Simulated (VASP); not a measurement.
# Hf3OF3 (Pm-3m) in VASP: a series of runs, part 2 of 2

VASP 6.6.1.

### 3 Relaxation of cell and atoms, PBE

This run uses another cell than the first one, of 15.39 Å³/atom, 1.075 times its volume.

The input, INCAR:

```
ALGO     = Normal         # electronic algorithm
EDIFF    = 1E-6           # SCF threshold, eV
EDIFFG   = -0.04          # ionic threshold
ENCUT    = 600            # plane-wave cutoff, eV
GGA      = PE             # functional
IBRION   = 2              # ionic algorithm
ISIF     = 3              # what is computed and relaxed
ISMEAR   = 0              # smearing method
LASPH    = True           # aspherical terms in the spheres
LCHARG   = False          # write CHGCAR
LREAL    = False          # projectors in reciprocal space
LWAVE    = False          # write WAVECAR
NELM     = 60             # most SCF steps
NSW      = 90             # ionic steps
PREC     = Accurate       # precision mode
SIGMA    = 0.1            # smearing width, eV
```

The input, KPOINTS:

```
k-points
0
Gamma
  4 4 4
```

The input, POSCAR:

```
Hf3OF3
1.0
    4.7586817400      0.0000000000      0.0000000000
    0.0000000000      4.7586817400      0.0000000000
    0.0000000000      0.0000000000      4.7586817400
Hf O F
3 1 3
Direct
    0.5000000000      0.0000000000      0.0000000000
    0.0000000000      0.5000000000      0.0000000000
    0.0000000000      0.0000000000      0.5000000000
    0.0000000000      0.0000000000      0.0000000000
    0.0000000000      0.5000000000      0.5000000000
    0.5000000000      0.0000000000      0.5000000000
    0.5000000000      0.5000000000      0.0000000000
```

Potentials or basis: VASP PAW PBE potentials, release 64 (Hf_pv, O, F).

The run is started by

```console
> cat potpaw_PBE.64/Hf_pv/POTCAR potpaw_PBE.64/O/POTCAR potpaw_PBE.64/F/POTCAR > POTCAR
> mpirun -np 1 vasp_std > vasp.out
```

OUTCAR:

```text
EDIFF = 1E-6
   EDIFFG = -0.04
   ENCUT = 600
   GGA = PE
   IBRION = 2
   ISIF = 3
   ISMEAR = 0
   LASPH = True
   LREAL = False
   NELM = 60
   NSW = 90
   PREC = Accurate

 ion  position               nearest neighbor table
   1  0.500  0.000  0.000-   4 2.38   6 2.38   7 2.38   6 2.38   7 2.38   4 2.38   3 3.36   2 3.36
                             2 3.36   2 3.36   3 3.36   3 3.36   3 3.36   2 3.36
   2  0.000  0.500  0.000-   4 2.38   5 2.38   7 2.38   5 2.38   4 2.38   7 2.38   3 3.36   1 3.36
                             3 3.36   1 3.36   3 3.36   1 3.36   3 3.36   1 3.36
   3  0.000  0.000  0.500-   4 2.38   5 2.38   6 2.38   4 2.38   5 2.38   6 2.38   2 3.36   2 3.36
                             2 3.36   1 3.36   2 3.36   1 3.36   1 3.36   1 3.36
   4  0.000  0.000  0.000-   1 2.38   2 2.38   3 2.38   3 2.38   2 2.38   1 2.38
   5  0.000  0.500  0.500-   2 2.38   3 2.38   2 2.38   3 2.38
   6  0.500  0.000  0.500-   1 2.38   3 2.38   1 2.38   3 2.38
   7  0.500  0.500  0.000-   1 2.38   2 2.38   1 2.38   2 2.38

  LATTYP: Found a simple cubic cell.
 ALAT       =     4.7586817400

  Lattice vectors:

 A1 = (   4.7586817400,   0.0000000000,   0.0000000000)
 A2 = (   0.0000000000,   4.7586817400,   0.0000000000)
 A3 = (   0.0000000000,   0.0000000000,   4.7586817400)

Analysis of symmetry for initial positions (statically):
=====================================================================
 Subroutine PRICEL returns:
 Original cell was already a primitive cell.

 Routine SETGRP: Setting up the symmetry group for a
 simple cubic supercell.

 Subroutine GETGRP returns: Found 48 space group operations
 (whereof 48 operations were pure point group operations)
 out of a pool of 48 trial point group operations.

The static configuration has the point symmetry O_h .

Analysis of symmetry for dynamics (positions and initial velocities):
=====================================================================
 Subroutine PRICEL returns:
 Original cell was already a primitive cell.

 Routine SETGRP: Setting up the symmetry group for a
 simple cubic supercell.

 Subroutine GETGRP returns: Found 48 space group operations
 (whereof 48 operations were pure point group operations)
 out of a pool of 48 trial point group operations.

The dynamic configuration has the point symmetry O_h .

 Subroutine INISYM returns: Found 48 space group operations
 (whereof 48 operations are pure point group operations),
 and found     1 'primitive' translations

----------------------------------------------------------------------------------------

                                     Primitive cell

  volume of cell :     107.7606

  direct lattice vectors                    reciprocal lattice vectors
     4.758681740  0.000000000  0.000000000     0.210142232  0.000000000  0.000000000
     0.000000000  4.758681740  0.000000000     0.000000000  0.210142232  0.000000000
     0.000000000  0.000000000  4.758681740     0.000000000  0.000000000  0.210142232

  length of vectors
     4.758681740  4.758681740  4.758681740     0.210142232  0.210142232  0.210142232

  position of ions in fractional coordinates (direct lattice)
     0.500000000  0.000000000  0.000000000
     0.000000000  0.500000000  0.000000000
     0.000000000  0.000000000  0.500000000
     0.000000000  0.000000000  0.000000000
     0.000000000  0.500000000  0.500000000
     0.500000000  0.000000000  0.500000000
     0.500000000  0.500000000  0.000000000

  ion indices of the primitive-cell ions
   primitive index   ion index
                 1           1
                 2           2
                 3           3
                 4           4
                 5           5
                 6           6
                 7           7

----------------------------------------------------------------------------------------

 KPOINTS: k-points

Automatic generation of k-mesh.
 Grid dimensions read from file:
 generate k-points for:    4    4    4

 Generating k-lattice:

  Cartesian coordinates                     Fractional coordinates (reciprocal lattice)
     0.052535558  0.000000000  0.000000000     0.250000000  0.000000000  0.000000000
     0.000000000  0.052535558  0.000000000     0.000000000  0.250000000  0.000000000
     0.000000000  0.000000000  0.052535558     0.000000000  0.000000000  0.250000000

  Length of vectors
     0.052535558  0.052535558  0.052535558

  Shift w.r.t. Gamma in fractional coordinates (k-lattice)
     0.000000000  0.000000000  0.000000000

 Subroutine IBZKPT returns following result:
 ===========================================

 Found     10 irreducible k-points:

 Following reciprocal coordinates:
            Coordinates               Weight
  0.000000  0.000000  0.000000      1.000000
  0.250000  0.000000  0.000000      6.000000
  0.500000  0.000000  0.000000      3.000000
  0.250000  0.250000  0.000000     12.000000
  0.500000  0.250000  0.000000     12.000000
  0.500000  0.500000  0.000000      3.000000
  0.250000  0.250000  0.250000      8.000000
  0.500000  0.250000  0.250000     12.000000
  0.500000  0.500000  0.250000      6.000000
  0.500000  0.500000  0.500000      1.000000
   k-points           NKPTS =     10   k-points in BZ     NKDIM =     10   number of bands    NBANDS=     34
   number of dos      NEDOS =    301   number of ions     NIONS =      7
   total plane-waves  NPLWV =  64000
   dimension x,y,z NGX =    40 NGY =   40 NGZ =   40
   dimension x,y,z NGXF=    80 NGYF=   80 NGZF=   80
   ions per type =               3   1   3
   NGX,Y,Z   is equivalent  to a cutoff of  13.97, 13.97, 13.97 a.u.
   NGXF,Y,Z  is equivalent  to a cutoff of  27.95, 27.95, 27.95 a.u.
 SYSTEM =  unknown system
   PREC   = accura    normal or accurate (medium, high low for compatibility)
   ISTART =      0    job   : 0-new  1-cont  2-samecut
   ICHARG =      2    charge: 1-file 2-atom 10-const
   ISPIN  =      1    spin polarized calculation?
   LNONCOLLINEAR =      F non collinear calculations
   LSORBIT =      F    spin-orbit coupling
   LASPH  =      T    aspherical Exc in radial PAW
   ENCUT  =  600.0 eV  44.10 Ry    6.64 a.u.   9.50  9.50  9.50*2*pi/ulx,y,z
   NELM   =     60;   NELMIN=  2; NELMDL= -5     # of ELM steps
   EDIFF  = 0.1E-05   stopping-criterion for ELM
   LREAL  =      F    real-space projection
   EDIFFG = -.4E-01   stopping-criterion for IOM
   NSW    =     90    number of steps for IOM
   IBRION =      2    ionic relax: 0-MD 1-quasi-New 2-CG
   NFREE  =      1    steps in history (QN), initial steepest desc. (CG)
   ISIF   =      3    stress and relaxation
   ISYM   =      2    0-nonsym 1-usesym 2-fastsym
   POTIM  = 0.5000    time-step for ionic-motion
   TEBEG  =    0.0;   TEEND  =   0.0 temperature during run
   PSTRESS=    0.0 pullay stress
   NELECT =      57.0000    total number of electrons
   NUPDOWN=      -1.0000    fix difference up-down
   EMIN   =  10.00;   EMAX   =-10.00  energy-range for DOS
   EFERMI =   0.00;   METHOD = LEGACY
   ISMEAR =     0;   SIGMA  =   0.10  broadening in eV -4-tet -1-fermi 0-gaus
   EFERMI_NEDOS =   21; number of points for ismear=-14 and -15
   IALGO  =     38    algorithm
   IMIX   =      4    mixing-type and parameters
     AMIX     =   0.40;   BMIX     =  1.00
     AMIX_MAG =   1.60;   BMIX_MAG =  1.00
  volume/ion in A,a.u.               =      15.39       103.89
  Fermi-wavevector in a.u.,A,eV,Ry     =   1.323975  2.501950 23.849786  1.752910
  Thomas-Fermi vector in A             =   2.453544
   LORBIT       =      0    0 simple, 1 ext, 2 COOP (PROOUT), +10 PAW based schemes
   GGA     = PE    functional components
   LHFCALC =     F    Hartree Fock is set to
   AEXX    =    0.0000 exact exchange contribution
   IVDW    =     0    specifies the selected vdW correction
   LEPSILON=     F    determine dielectric tensor
   LRPA    =     F    only Hartree local field effects (RPA)
 conjugate gradient relaxation of ions
 non-spin polarized calculation
 Gauss-broadening in eV      SIGMA  =   0.10
  energy-cutoff  :      600.00
  volume of cell :      107.76
 maximum number of plane-waves:      3695
 NGX is ok and might be reduce to    40
   NGX = 19   NGY = 19   NGZ = 19

--------------------------------------- Ionic step        1  -------------------------------------------

 number of electron      57.0000013 magnetization

 Free energy of the ion-electron system (eV)
  ---------------------------------------------------
  ext. energy  EPLUGINS =         0.00000000
  ---------------------------------------------------
  free energy    TOTEN  =       -52.04331485 eV

  energy without entropy =      -52.00127597  energy(sigma->0) =      -52.02229541

 E-fermi :   5.6788     XC(G=0): -10.5828

 val. band max:        5.6446718774   @ k =   0.5000   0.5000   0.0000
 cond. band min:       5.7327750009   @ k =   0.5000   0.2500   0.2500
 fundamental gap:      0.0881031235
 Fermi energy:         5.6787506065

 k-point     1 :       0.0000    0.0000    0.0000
  band No.  band energies     occupation
      1     -27.1692      2.00000
      2     -27.1692      2.00000
      3     -27.1692      2.00000
      4     -27.0390      2.00000
      5     -27.0390      2.00000
      6     -27.0390      2.00000
[... 438 lines left out ...]
  energy  without entropy=      -52.1934009616  energy(sigma->0) =      -52.21037464

--------------------------------------- Ionic step        3  -------------------------------------------

 number of electron      57.0000023 magnetization

 Free energy of the ion-electron system (eV)
  ---------------------------------------------------
  ext. energy  EPLUGINS =         0.00000000
  ---------------------------------------------------
  free energy    TOTEN  =       -52.30067046 eV

  energy without entropy =      -52.26970617  energy(sigma->0) =      -52.28518832

 E-fermi :   6.4276     XC(G=0): -10.9972

 val. band max:        6.3878034903   @ k =   0.5000   0.5000   0.0000
 cond. band min:       6.4505956797   @ k =   0.5000   0.2500   0.0000
 fundamental gap:      0.0627921894
 Fermi energy:         6.4276164729

 k-point     1 :       0.0000    0.0000    0.0000
  band No.  band energies     occupation
      1     -26.3731      2.00000
      2     -26.3731      2.00000
      3     -26.3731      2.00000
      4     -26.1720      2.00000
      5     -26.1720      2.00000
      6     -26.1720      2.00000
[... 393 lines left out ...]
  FREE ENERGIE OF THE ION-ELECTRON SYSTEM (eV)
  ---------------------------------------------------
  free  energy   TOTEN  =       -52.3006704562 eV

  energy  without entropy=      -52.2697061738  energy(sigma->0) =      -52.28518832

 reached required accuracy - stopping structural energy minimisation
```

Wall time 2.8 min (1 thread of AMD EPYC 7R43 (Zen 3), shared host); peak memory 0.23 GiB.

Results:

- Free energy: -52.3007 eV
- Relaxed volume: 14.17 Å³/atom
- Relaxed cell: a = 4.629 Å, b = 4.629 Å, c = 4.629 Å, α = 90.00°, β = 90.00°, γ = 90.00°
- Space group after relaxing (to 0.05 Å): Pm-3m (No. 221)
- Energy gained by relaxing: 36.8 meV/atom
- Ionic steps: 3
- Pressure after relaxing: 0.0 GPa

Step by step:
| step | energy change (eV) | largest force (eV/Å) | pressure (GPa) | volume (Å³) |
| --- | --- | --- | --- | --- |
| 1 | 0.0000 | 0.0000 | -8.82 | 107.76 |
| 2 | -0.1840 | 0.0000 | 5.84 | 95.08 |
| 3 | -0.2574 | 0.0000 | 0.03 | 99.16 |

Final structure:
```
Hf O F
1.0
     4.62854    0.00000    0.00000
     0.00000    4.62854    0.00000
     0.00000    0.00000    4.62854
Hf O F
3 1 3
Direct
  0.50000 0.00000 0.00000
  0.00000 0.50000 0.00000
  0.00000 0.00000 0.50000
  0.00000 0.00000 0.00000
  0.00000 0.50000 0.50000
  0.50000 0.00000 0.50000
  0.50000 0.50000 0.00000
```

Levels at points of the mesh, in eV from the Fermi level:
| k point | band 25 | band 26 | band 27 | band 28 | band 29 | band 30 | band 31 | band 32 | band 33 | band 34 |
| --- | --- | --- | --- | --- | --- | --- | --- | --- | --- | --- |
| (0.00, 0.00, 0.00) | -6.78 | -3.13 | -3.13 | -3.13 | -2.96 | 0.68 | 0.68 | 0.77 | 0.77 | 0.77 |
| (0.50, 0.00, 0.00) | -7.09 | -2.74 | -1.06 | -0.78 | -0.78 | -0.16 | -0.11 | 0.41 | 0.41 | 1.64 |
| (0.50, 0.50, 0.00) | -7.41 | -0.32 | -0.08 | -0.08 | -0.04 | 0.27 | 0.27 | 0.52 | 1.31 | 1.32 |
| (0.50, 0.50, 0.50) | -8.01 | -0.22 | 0.44 | 0.44 | 0.44 | 1.69 | 1.69 | 1.69 | 2.24 | 2.24 |

Caveat: spin-orbit coupling is left out, which moves the levels of the heavy elements; an odd number of electrons without spin polarisation forces a metal; a magnetic or distorted state may lie lower.

### 4 Relaxation of cell and atoms, PBE

This run uses another cell than the first one, of 14.44 Å³/atom, 1.008 times its volume.

The input, INCAR:

```
ALGO = Normal
EDIFF = 1E-6
EDIFFG = -0.01
ENCUT = 600
GGA = PE
IBRION = 2
ISIF = 3
ISMEAR = 0
LASPH = True
LCHARG = False
LREAL = False
LWAVE = False
NELM = 60
NSW = 100
PREC = Accurate
SIGMA = 0.1
```

The input, KPOINTS:

```
k-points
0
Gamma
  8 8 8
```

POSCAR, as its differences from that of step 3:

```diff
@@ -2,5 +2,5 @@
 1.0
-    4.7586817400      0.0000000000      0.0000000000
-    0.0000000000      4.7586817400      0.0000000000
-    0.0000000000      0.0000000000      4.7586817400
+    4.6584854113      0.0000000000      0.0000000000
+    0.0000000000      4.6584854113      0.0000000000
+    0.0000000000      0.0000000000      4.6584854113
 Hf O F
```

The run is started by

```console
> cat potpaw_PBE.64/Hf_pv/POTCAR potpaw_PBE.64/O/POTCAR potpaw_PBE.64/F/POTCAR > POTCAR
> mpirun -np 1 vasp_std > vasp.out
```

Run time: 9.1 min. Hardware: 1 thread of AMD EPYC 7R43 (Zen 3), shared host; peak memory 0.28 GiB.

The run converged. Its results:

```
Free energy                            : -52.3835 eV
Relaxed volume                         : 14.04 Å³/atom
Relaxed cell                           : a = 4.615 Å, b = 4.615 Å, c = 4.615 Å, α = 90.00°, β = 90.00°, γ = 90.00°
Space group after relaxing (to 0.05 Å) : Pm-3m (No. 221)
Energy gained by relaxing              : 3.9 meV/atom
Ionic steps                            : 3
Pressure after relaxing                : 0.0 GPa
```

Step by step:
| step | energy change (eV) | largest force (eV/Å) | pressure (GPa) | volume (Å³) |
| --- | --- | --- | --- | --- |
| 1 | 0.0000 | 0.0000 | -3.08 | 101.10 |
| 2 | -0.0218 | 0.0000 | 1.54 | 97.09 |
| 3 | -0.0276 | 0.0000 | -0.01 | 98.31 |

Final structure:
```cif
data_structure
_symmetry_space_group_name_H-M 'P 1'
_symmetry_Int_Tables_number 1
_cell_length_a 4.6153
_cell_length_b 4.6153
_cell_length_c 4.6153
_cell_angle_alpha 90.000
_cell_angle_beta 90.000
_cell_angle_gamma 90.000
_cell_volume 98.31
loop_
_atom_site_label
_atom_site_type_symbol
_atom_site_fract_x
_atom_site_fract_y
_atom_site_fract_z
_atom_site_occupancy
Hf1 Hf 0.50000 0.00000 0.00000 1
Hf2 Hf 0.00000 0.50000 0.00000 1
Hf3 Hf 0.00000 0.00000 0.50000 1
O1 O 0.00000 0.00000 0.00000 1
F1 F 0.00000 0.50000 0.50000 1
F2 F 0.50000 0.00000 0.50000 1
F3 F 0.50000 0.50000 0.00000 1
```

Levels at points of the mesh, in eV from the Fermi level:
```tsv
k point	band 25	band 26	band 27	band 28	band 29	band 30	band 31	band 32	band 33	band 34
(0.00, 0.00, 0.00)	-6.68	-3.08	-3.08	-3.08	-2.89	0.77	0.77	0.83	0.83	0.83
(0.50, 0.00, 0.00)	-7.00	-2.69	-0.97	-0.71	-0.71	-0.10	-0.07	0.50	0.50	1.76
(0.50, 0.50, 0.00)	-7.32	-0.28	0.00	0.00	0.05	0.36	0.36	0.58	1.42	1.45
(0.50, 0.50, 0.50)	-8.05	-0.17	0.53	0.53	0.53	1.79	1.79	1.79	2.33	2.33
```

Caveat: spin-orbit coupling is left out, which moves the levels of the heavy elements; an odd number of electrons without spin polarisation forces a metal; a magnetic or distorted state may lie lower.

### 5 Summary

```tsv
task	cell	k mesh	cutoff (eV)	gap on the mesh (eV)	pressure (GPa)	relaxed volume (Å³/atom)
single point	a = 4.646 Å, 7 atoms	8 × 8 × 8	520	none	-2.1	-
relaxation of cell and atoms	relaxed from a = 4.759 Å, 7 atoms	4 × 4 × 4	600	none	0.0	14.17
relaxation of cell and atoms	relaxed from a = 4.658 Å, 7 atoms	8 × 8 × 8	600	none	0.0	14.04
```

Alike in all rows: level PBE; potentials or basis VASP PAW PBE potentials, release 64 (Hf_pv, O, F); no spin polarisation; smearing gaussian 0.1 eV.

Caveats: spin-orbit coupling is left out, which moves the levels of the heavy elements; an odd number of electrons without spin polarisation forces a metal; a magnetic or distorted state may lie lower.

Absolute energies hang on the potentials; compare differences alone.
